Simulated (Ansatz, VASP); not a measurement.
Two plane-wave programs on TaN

The input INCAR:

```
PREC     = Accurate       # precision mode
ENCUT    = 700            # plane-wave cutoff, eV
EDIFF    = 1E-7           # SCF threshold, eV
ISMEAR   = -1             # smearing method
SIGMA    = 0.05           # smearing width, eV
LREAL    = False          # projectors in reciprocal space
LASPH    = True           # aspherical terms in the spheres
NELM     = 200            # most SCF steps
ALGO     = Normal         # electronic algorithm
ISIF     = 3              # what is computed and relaxed
LWAVE    = False          # write WAVECAR
LCHARG   = False          # write CHGCAR
LMAXMIX  = 4              # l up to which the mixer works
LDAU     = True           # DFT+U
LDAUTYPE = 2            
LDAUL    = 2 -1           # shell
LDAUU    = 8 0            # U, eV
LDAUJ    = 0 0          
LDAUPRINT= 1            
GGA      = PS             # functional
IBRION   = 2              # ionic algorithm
NSW      = 60             # ionic steps
EDIFFG   = -0.01          # ionic threshold
GGA_COMPAT= False        
NELMIN   = 4
```

File KPOINTS:

```
Automatic mesh
0
Gamma
  9 9 9
```

The input POSCAR:

```
TaN
1.0
    0.0000000000      2.4911437700      2.4911437700
    2.4911437700      0.0000000000      2.4911437700
    2.4911437700      2.4911437700      0.0000000000
Ta N
1 1
Direct
    0.0000000000      0.0000000000      0.0000000000
    0.2500000000      0.2500000000      0.2500000000
```

File input.yaml:

```yaml
crystal:
  lattice:
    - [0.0, 2.49114377, 2.49114377]
    - [2.49114377, 0.0, 2.49114377]
    - [2.49114377, 2.49114377, 0.0]
  atoms:
    - { symbol: Ta, position: [0.0, 0.0, 0.0] }
    - { symbol: "N", position: [0.25, 0.25, 0.25] }
hamiltonian:
  xc: pbesol
  pseudopotentials: { kind: paw }
  hubbard: { sites: [{ species: Ta, l: d, u_eff: 8.0 }] }
kpoints:
  mp_grid: { grid: [9, 9, 9] }
scf:
  occupations: { method: fermi_dirac, width: 0.05 }
output:
  forces: true
  stress: true
  eigenvalues: true
  write_density: true
  write_potential: true
  elf: true
  volumetric_format: npy
relax:
  f_tol: 0.01
  max_steps: 40
  cell: { stress_tol: 0.05 }
```

Alike in both runs: task relaxation of cell and atoms; functional PBEsol; k mesh 9 × 9 × 9; occupations fermi-dirac, width 0.05 eV; no spin polarisation; Hubbard terms Ta d U = 8.0 eV.

```csv
,VASP,Ansatz
version,VASP 6.6.1,Ansatz 0.2.0
potentials or method,"VASP PAW PBE potentials, release 64 (Ta_sv_GW, N)",Ansatz PAW
plane-wave cutoff (eV),700,420
valence electrons in the cell,18,18
```

Ansatz gave:

```
gap on the k mesh at the Fermi level, each at its own relaxed structure (eV)  : none
relaxed volume (Å³/atom)                                                      : 13.70
relaxed length of the cell vector where the two differ most in proportion (Å) : 3.384
```

Estimate VASP's values.

gap on the k mesh at the Fermi level, each at its own relaxed structure (eV): none; relaxed volume (Å³/atom): 14.16; relaxed length of the cell vector where the two differ most in proportion (Å): 3.421.

VASP's potentials were made for PBE, not for PBEsol. The programs project onto different local orbitals, so the same U acts differently, and such runs can settle in different states. A gap of «none» marks a metal or a gap that the smearing closes.

Neither program's run includes spin-orbit coupling. Noted on Ansatz's run: the plane-wave basis is chosen anew once the cell has moved, so the energies of steps on either side of that aren't comparable.
